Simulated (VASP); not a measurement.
Runs of VASP 6.6.1 on HfB2. The structure is that of space group P6/mmm (No. 191), or close to it. The cells are those of the table. 

```tsv
task	level	potentials or basis	U	cell	cutoff (eV)	smearing	gap on the mesh (eV)	pressure (GPa)
single point	PBE+D3(BJ)	VASP PAW PBE potentials, release 64 (Hf_pv, B)	-	a = 3.121, b = 3.121, c = 3.460 Å, angles 90.0, 90.0, 120.0°, 3 atoms	520	fermi-dirac 0.05 eV	none	-0.3
single point	LDA	VASP PAW LDA potentials, release 64 (Hf_pv, B)	-	a = 3.140, b = 3.140, c = 3.480 Å, angles 90.0, 90.0, 120.0°, 3 atoms	520	tetrahedron	none	-9.7
single point	PBEsol	VASP PAW PBE potentials, release 64 (Hf_pv, B)	-	a = 3.119, b = 3.119, c = 3.457 Å, angles 90.0, 90.0, 120.0°, 3 atoms	520	fermi-dirac 0.05 eV	none	0.8
single point	PBE	VASP PAW PBE potentials, release 64 (Hf_pv, B)	-	a = 3.125, b = 3.125, c = 3.464 Å, angles 90.0, 90.0, 120.0°, 3 atoms	520	fermi-dirac 0.05 eV	none	(b)
single point	PBE	VASP PAW PBE potentials, release 64 (Hf_pv, B)	-	a = 3.140, b = 3.140, c = 3.480 Å, angles 90.0, 90.0, 120.0°, 3 atoms	520	gaussian 0.014 eV	none	1.0
relaxation of cell and atoms	PBEsol+D4	VASP PAW PBE potentials, release 64 (Hf_pv, B)	-	relaxed from a = 3.140, b = 3.140, c = 3.480 Å, angles 90.0, 90.0, 120.0°, 3 atoms	600	fermi-dirac 0.05 eV	none	0.1
single point	PBE+U	VASP PAW PBE potentials, release 64 (Hf_pv, B)	Hf d U = 3.0 eV	a = 3.148, b = 3.148, c = 3.526 Å, angles 90.0, 90.0, 120.0°, 3 atoms	520	fermi-dirac 0.05 eV	none	5.0
single point	revPBE	VASP PAW PBE potentials, release 64 (Hf_pv, B)	-	a = 3.157, b = 3.157, c = 3.507 Å, angles 90.0, 90.0, 120.0°, 3 atoms	520	fermi-dirac 0.05 eV	none	(a)
```

Alike in all rows: no spin polarisation; k mesh 10 × 10 × 8.

Question: Estimate the missing entries.

Answer: (a) -0.5; (b) 4.7.

Caveats: spin-orbit coupling is left out, which moves the levels of the heavy elements; the PAW data sets were made with another functional, which shifts forces and pressure a little (some runs); pairwise dispersion overbinds metals, which lowers pressure and volume (some runs); tetrahedron occupations give inexact forces and stress in metals (some runs); U without spin polarisation on a metal has little footing (some runs); the U is typed as a test and isn't derived for this compound (some runs).

A k mesh can miss the band edges, and the runs leave out spin-orbit coupling on Hf.

A gap of «none» marks levels without a gap at the run's occupations.
